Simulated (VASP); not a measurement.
# SbTeN (P4/nmm) in VASP: single point with PBE

Aim: the single point of SbTeN with PBE.

Program: VASP 6.6.1. These are calculated values, not measurements. Logs are shortened: lines on timing, memory, paths and dates and some standing lists are left out, and cuts for length are marked.

## (1) The cell of the first run

The structure is tetragonal, space group P4/nmm (No. 129). Conventional cell: a = 3.957 Å, b = 3.957 Å, c = 9.768 Å, α = 90.00°, β = 90.00°, γ = 90.00°. Within 3.9 Å of Te (site symmetry 4mm) lie 4 Te at 2.97 Å. Sb (site symmetry 4mm) has 4 N at 2.23 Å within 2.9 Å. N (site symmetry -4m2) has 4 Sb at 2.23 Å and 4 N at 2.80 Å within 2.9 Å.

## (2) Single point, PBE

Contents of INCAR:

```
PREC = Accurate
ENCUT = 520
EDIFF = 1E-6
ISMEAR = -1
SIGMA = 0.05
LREAL = False
LASPH = True
NELM = 100
ALGO = Normal
ISIF = 2
LWAVE = False
LCHARG = False
GGA = PE
NBANDS = 25
```

Contents of KPOINTS:

```
Automatic mesh
0
Gamma
  7 7 3
```

Contents of POSCAR:

```
SbTeN
1.0
    3.9574490000      0.0000000000      0.0000000000
    0.0000000000      3.9574490000      0.0000000000
    0.0000000000      0.0000000000      9.7684610000
Te Sb N
2 2 2
Direct
    0.0000000000      0.5000000000      0.4487760000
    0.5000000000      0.0000000000      0.5512240000
    0.0000000000      0.5000000000      0.8953990000
    0.5000000000      0.0000000000      0.1046010000
    0.0000000000      0.0000000000      0.0000000000
    0.5000000000      0.5000000000      0.0000000000
```

Potentials or basis: VASP PAW PBE potentials, release 64 (Te, Sb, N).

Launch:

```
$ cat potpaw_PBE.64/Te/POTCAR potpaw_PBE.64/Sb/POTCAR potpaw_PBE.64/N/POTCAR > POTCAR
$ mpirun -np 1 vasp_std > vasp.out
```

OUTCAR:

```text
PREC = Accurate
   ENCUT = 520
   EDIFF = 1E-6
   ISMEAR = -1
   LREAL = False
   LASPH = True
   NELM = 100
   ISIF = 2
   GGA = PE

 ion  position               nearest neighbor table
   1  0.000  0.500  0.449-   2 2.97   2 2.97   2 2.97   2 2.97
   2  0.500  0.000  0.551-   1 2.97   1 2.97   1 2.97   1 2.97
   3  0.000  0.500  0.895-   5 2.23   6 2.23   5 2.23   6 2.23   4 3.47   4 3.47   4 3.47   4 3.47

   4  0.500  0.000  0.105-   5 2.23   6 2.23   6 2.23   5 2.23   3 3.47   3 3.47   3 3.47   3 3.47

   5  0.000  0.000  0.000-   3 2.23   4 2.23   3 2.23   4 2.23
   6  0.500  0.500  0.000-   3 2.23   4 2.23   4 2.23   3 2.23

  LATTYP: Found a simple tetragonal cell.
 ALAT       =     3.9574490000
 C/A-ratio  =     2.4683731869

  Lattice vectors:

 A1 = (   3.9574490000,   0.0000000000,   0.0000000000)
 A2 = (   0.0000000000,   3.9574490000,   0.0000000000)
 A3 = (   0.0000000000,   0.0000000000,   9.7684610000)

Analysis of symmetry for initial positions (statically):
=====================================================================
 Subroutine PRICEL returns:
 Original cell was already a primitive cell.

 Routine SETGRP: Setting up the symmetry group for a
 simple tetragonal supercell.

 Subroutine GETGRP returns: Found 16 space group operations
 (whereof  8 operations were pure point group operations)
 out of a pool of 16 trial point group operations.

The static configuration has the point symmetry D_2d.
 The point group associated with its full space group is D_4h.

Analysis of symmetry for dynamics (positions and initial velocities):
=====================================================================
 Subroutine PRICEL returns:
 Original cell was already a primitive cell.

 Routine SETGRP: Setting up the symmetry group for a
 simple tetragonal supercell.

 Subroutine GETGRP returns: Found 16 space group operations
 (whereof  8 operations were pure point group operations)
 out of a pool of 16 trial point group operations.

The dynamic configuration has the point symmetry D_2d.
 The point group associated with its full space group is D_4h.

 Subroutine INISYM returns: Found 16 space group operations
 (whereof  8 operations are pure point group operations),
 and found     1 'primitive' translations

----------------------------------------------------------------------------------------

                                     Primitive cell

  volume of cell :     152.9878

  direct lattice vectors                    reciprocal lattice vectors
     3.957449000  0.000000000  0.000000000     0.252688032  0.000000000  0.000000000
     0.000000000  3.957449000  0.000000000     0.000000000  0.252688032  0.000000000
     0.000000000  0.000000000  9.768461000     0.000000000  0.000000000  0.102370271

  length of vectors
     3.957449000  3.957449000  9.768461000     0.252688032  0.252688032  0.102370271

  position of ions in fractional coordinates (direct lattice)
     0.000000000  0.500000000  0.448776000
     0.500000000  0.000000000  0.551224000
     0.000000000  0.500000000  0.895399000
     0.500000000  0.000000000  0.104601000
     0.000000000  0.000000000  0.000000000
     0.500000000  0.500000000  0.000000000

  ion indices of the primitive-cell ions
   primitive index   ion index
                 1           1
                 2           2
                 3           3
                 4           4
                 5           5
                 6           6

----------------------------------------------------------------------------------------

 KPOINTS: Automatic mesh

Automatic generation of k-mesh.
 Grid dimensions read from file:
 generate k-points for:    7    7    3

 Generating k-lattice:

  Cartesian coordinates                     Fractional coordinates (reciprocal lattice)
     0.036098290  0.000000000  0.000000000     0.142857143  0.000000000  0.000000000
     0.000000000  0.036098290  0.000000000     0.000000000  0.142857143  0.000000000
     0.000000000  0.000000000  0.034123424     0.000000000  0.000000000  0.333333333

  Length of vectors
     0.036098290  0.036098290  0.034123424

  Shift w.r.t. Gamma in fractional coordinates (k-lattice)
     0.000000000  0.000000000  0.000000000

 Subroutine IBZKPT returns following result:
 ===========================================

 Found     20 irreducible k-points:

 Following reciprocal coordinates:
            Coordinates               Weight
  0.000000  0.000000  0.000000      1.000000
  0.142857  0.000000  0.000000      4.000000
  0.285714  0.000000  0.000000      4.000000
  0.428571  0.000000  0.000000      4.000000
  0.142857  0.142857  0.000000      4.000000
  0.285714  0.142857  0.000000      8.000000
[... 12 lines left out ...]
  0.428571  0.285714  0.333333     16.000000
  0.428571  0.428571  0.333333      8.000000
   k-points           NKPTS =     20   k-points in BZ     NKDIM =     20   number of bands    NBANDS=     25
   number of dos      NEDOS =    301   number of ions     NIONS =      6
   total plane-waves  NPLWV =  72000
   dimension x,y,z NGX =    30 NGY =   30 NGZ =   80
   dimension x,y,z NGXF=    60 NGYF=   60 NGZF=  160
   ions per type =               2   2   2
   NGX,Y,Z   is equivalent  to a cutoff of  12.60, 12.60, 13.61 a.u.
   NGXF,Y,Z  is equivalent  to a cutoff of  25.21, 25.21, 27.23 a.u.
 SYSTEM =  unknown system
   PREC   = accura    normal or accurate (medium, high low for compatibility)
   ISTART =      0    job   : 0-new  1-cont  2-samecut
   ICHARG =      2    charge: 1-file 2-atom 10-const
   ISPIN  =      1    spin polarized calculation?
   LNONCOLLINEAR =      F non collinear calculations
   LSORBIT =      F    spin-orbit coupling
   LASPH  =      T    aspherical Exc in radial PAW
   ENCUT  =  520.0 eV  38.22 Ry    6.18 a.u.   7.36  7.36 18.16*2*pi/ulx,y,z
   NELM   =    100;   NELMIN=  2; NELMDL= -5     # of ELM steps
   EDIFF  = 0.1E-05   stopping-criterion for ELM
   LREAL  =      F    real-space projection
   EDIFFG = 0.1E-04   stopping-criterion for IOM
   NSW    =      0    number of steps for IOM
   IBRION =     -1    ionic relax: 0-MD 1-quasi-New 2-CG
   NFREE  =      0    steps in history (QN), initial steepest desc. (CG)
   ISIF   =      2    stress and relaxation
   ISYM   =      2    0-nonsym 1-usesym 2-fastsym
   POTIM  = 0.5000    time-step for ionic-motion
   TEBEG  =    0.0;   TEEND  =   0.0 temperature during run
   PSTRESS=    0.0 pullay stress
   NELECT =      32.0000    total number of electrons
   NUPDOWN=      -1.0000    fix difference up-down
   EMIN   =  10.00;   EMAX   =-10.00  energy-range for DOS
   EFERMI =   0.00;   METHOD = LEGACY
   ISMEAR =    -1;   SIGMA  =   0.05  broadening in eV -4-tet -1-fermi 0-gaus
   EFERMI_NEDOS =   21; number of points for ismear=-14 and -15
   IALGO  =     38    algorithm
   IMIX   =      4    mixing-type and parameters
     AMIX     =   0.40;   BMIX     =  1.00
     AMIX_MAG =   1.60;   BMIX_MAG =  1.00
  volume/ion in A,a.u.               =      25.50       172.07
  Fermi-wavevector in a.u.,A,eV,Ry     =   0.971790  1.836417 12.849021  0.944376
  Thomas-Fermi vector in A             =   2.102036
   LORBIT       =      0    0 simple, 1 ext, 2 COOP (PROOUT), +10 PAW based schemes
   GGA     = PE    functional components
   LHFCALC =     F    Hartree Fock is set to
   AEXX    =    0.0000 exact exchange contribution
   IVDW    =     0    specifies the selected vdW correction
   LEPSILON=     F    determine dielectric tensor
   LRPA    =     F    only Hartree local field effects (RPA)
 non-spin polarized calculation
  energy-cutoff  :      520.00
  volume of cell :      152.99
 maximum number of plane-waves:      4181
 NGX is ok and might be reduce to    30
   NGX = 15   NGY = 15   NGZ = 37

 number of electron      31.9999996 magnetization

 Free energy of the ion-electron system (eV)
  ---------------------------------------------------
  ext. energy  EPLUGINS =         0.00000000
  ---------------------------------------------------
  free energy    TOTEN  =       -29.32452652 eV

  energy without entropy =      -29.31321466  energy(sigma->0) =      -29.31887059

 E-fermi :   5.6256     XC(G=0):  -9.0210

 val. band max:        5.6071272960   @ k =   0.4286   0.0000   0.0000
 cond. band min:       5.6509690210   @ k =   0.4286   0.0000   0.3333
 fundamental gap:      0.0438417250
 Fermi energy:         5.6256348582

 k-point     1 :       0.0000    0.0000    0.0000
  band No.  band energies     occupation
      1     -11.0949      2.00000
      2      -8.3654      2.00000
      3      -7.0212      2.00000
      4      -3.6176      2.00000
      5      -3.0397      2.00000
      6      -0.2359      2.00000
[... 17 lines left out ...]
     24      11.6607      0.00000
     25      11.6607      0.00000

 k-point     2 :       0.1429    0.0000    0.0000
  band No.  band energies     occupation
      1     -10.9399      2.00000
      2      -8.1849      2.00000
      3      -7.2545      2.00000
      4      -3.7071      2.00000
      5      -3.3093      2.00000
      6      -0.0897      2.00000
[... 17 lines left out ...]
     24      10.7296      0.00000
     25      11.6543      0.00000

 k-point     3 :       0.2857    0.0000    0.0000
  band No.  band energies     occupation
      1     -10.4849      2.00000
      2      -7.9328      2.00000
      3      -7.6502      2.00000
      4      -4.4742      2.00000
      5      -3.3048      2.00000
      6      -0.6276      2.00000
[... 17 lines left out ...]
     24      11.2380      0.00000
     25      11.5251      0.00000

 k-point     4 :       0.4286    0.0000    0.0000
  band No.  band energies     occupation
      1      -9.7645      2.00000
      2      -8.8584      2.00000
      3      -6.7887      2.00000
      4      -5.6701      2.00000
      5      -2.7233      2.00000
      6      -1.7698      2.00000
[... 17 lines left out ...]
     24      11.0496      0.00000
     25      11.3829      0.00000

 k-point     5 :       0.1429    0.1429    0.0000
  band No.  band energies     occupation
      1     -10.7873      2.00000
      2      -8.0066      2.00000
      3      -7.4136      2.00000
      4      -3.8460      2.00000
      5      -3.5138      2.00000
      6      -0.4129      2.00000
[... 17 lines left out ...]
     24      10.7317      0.00000
     25      10.8860      0.00000

 k-point     6 :       0.2857    0.1429    0.0000
  band No.  band energies     occupation
      1     -10.3406      2.00000
      2      -7.9480      2.00000
      3      -7.4806      2.00000
      4      -4.4970      2.00000
      5      -3.6067      2.00000
      6      -1.1150      2.00000
[... 17 lines left out ...]
     24      10.9209      0.00000
     25      11.5072      0.00000
[... 281 lines left out ...]
 k-point    17 :       0.4286    0.1429    0.3333
  band No.  band energies     occupation
      1      -9.6393      2.00000
      2      -8.7773      2.00000
      3      -6.6413      2.00000
      4      -5.5734      2.00000
      5      -3.1444      2.00000
      6      -2.2585      2.00000
[... 17 lines left out ...]
     24      10.5414      0.00000
     25      11.7542      0.00000

 k-point    18 :       0.2857    0.2857    0.3333
  band No.  band energies     occupation
      1      -9.9235      2.00000
      2      -8.1111      2.00000
      3      -6.9880      2.00000
      4      -4.7190      2.00000
      5      -4.0597      2.00000
      6      -2.2101      2.00000
[... 17 lines left out ...]
     24      10.5220      0.00000
     25      11.5819      0.00000

 k-point    19 :       0.4286    0.2857    0.3333
  band No.  band energies     occupation
      1      -9.2946      2.00000
      2      -8.6029      2.00000
      3      -6.2286      2.00000
      4      -5.3641      2.00000
      5      -3.9886      2.00000
      6      -3.2872      2.00000
[... 17 lines left out ...]
     24      10.8673      0.00000
     25      11.8684      0.00000

 k-point    20 :       0.4286    0.4286    0.3333
  band No.  band energies     occupation
      1      -8.8501      2.00000
      2      -8.5612      2.00000
      3      -5.6860      2.00000
      4      -5.3212      2.00000
      5      -4.4754      2.00000
      6      -4.1846      2.00000
[... 17 lines left out ...]
     24      11.0257      0.00000
     25      11.7643      0.00000

------------------------ aborting loop because EDIFF is reached ----------------------------------------

  FORCE on cell =-STRESS in cart. coord.  units (eV):
  Direction    XX          YY          ZZ          XY          YZ          ZX
  --------------------------------------------------------------------------------------
  -------------------------------------------------------------------------------------
  Total       -0.1354496     -0.1354496     -0.0095004      0.0000000      0.0000000     -0.0000000
  in kB       -1.4185068     -1.4185068     -0.0994937      0.0000000      0.0000000     -0.0000000
  external PRESSURE =      -0.9788358 kB  Pullay stress =       0.0000000 kB

 VOLUME and BASIS-vectors are now :
 -----------------------------------------------------------------------------
  energy-cutoff  :      520.00
  volume of cell :      152.99
      direct lattice vectors                 reciprocal lattice vectors
     3.957449000  0.000000000  0.000000000     0.252688032  0.000000000  0.000000000
     0.000000000  3.957449000  0.000000000     0.000000000  0.252688032  0.000000000
     0.000000000  0.000000000  9.768461000     0.000000000  0.000000000  0.102370271

 POSITION                                       TOTAL-FORCE (eV/Angst)
 -----------------------------------------------------------------------------------
      0.00000      1.97872      4.38385         0.000000     -0.000000     -0.052513
      1.97872      0.00000      5.38461         0.000000      0.000000      0.052513
      0.00000      1.97872      8.74667         0.000000     -0.000000      0.057411
      1.97872      0.00000      1.02179         0.000000      0.000000     -0.057411
      0.00000      0.00000      0.00000         0.000000     -0.000000     -0.000000
      1.97872      1.97872      0.00000         0.000000      0.000000     -0.000000
 -----------------------------------------------------------------------------------
    total drift:                                0.000000      0.000000      0.000000

  FREE ENERGIE OF THE ION-ELECTRON SYSTEM (eV)
  ---------------------------------------------------
  free  energy   TOTEN  =       -29.3245265203 eV

  energy  without entropy=      -29.3132146616  energy(sigma->0) =      -29.31887059
```

Run time: 42 s. Hardware: 1 thread of Intel Xeon 6975P-C (Granite Rapids), shared host; peak memory 0.28 GiB.

Results:

```yaml
Free_energy: -29.3245 eV
Pressure: -0.1 GPa
Largest_force: 0.057 eV/Å
Band_gap_on_the_k_mesh: zero (band 16 reaches 5.71 eV, above the bottom of band 17 at 5.61 eV)
```

Forces in eV/Å, atoms in the order of the input:
```
Te   0.000  0.000 -0.053
Te   0.000  0.000  0.053
Sb   0.000  0.000  0.057
Sb   0.000  0.000 -0.057
N    0.000  0.000  0.000
N    0.000  0.000  0.000
```

Caveat: spin-orbit coupling is left out, which moves the levels of the heavy elements; this functional lacks dispersion, which binds the layers, so the pressure and a relaxed spacing across them are unreliable.
